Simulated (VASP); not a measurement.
## HgTe: single point with PBE

Crystal: HgTe.

```
Hg Te
1.0
     0.00000    3.18000    3.18000
     3.18000    0.00000    3.18000
     3.18000    3.18000    0.00000
Hg Te
1 1
Cartesian
  0.0000 0.0000 0.0000
  3.1800 3.1800 3.1800
```

- Program: VASP 6.6.1
- Task: single point
- Functional: PBE
- Potentials or basis: VASP PAW PBE potentials, release 64 (Hg, Te)
- Cutoff: 520 eV
- k mesh: 7 × 7 × 7
- Occupations: gaussian, width 0.016 eV
- Spin: no spin polarisation

| Property | Result |
| --- | --- |
| Pressure | -3.7 GPa |
| Band gap on the k mesh | zero (band 9 reaches 3.25 eV, above the bottom of band 10 at 1.34 eV) |

Levels at points of the mesh, in eV from the Fermi level:
```csv
k point,band 7,band 8,band 9,band 10,band 11,band 12
"(0.00, 0.00, 0.00)",-1.40,-0.55,-0.55,-0.55,7.45,7.45
```

Wall time 12 s on 1 thread of AMD EPYC 9R45 96-Core Processor (Zen 5), on a shared host, peak memory 0.18 GiB.

Caveat: spin-orbit coupling is left out, which moves the levels of the heavy elements.
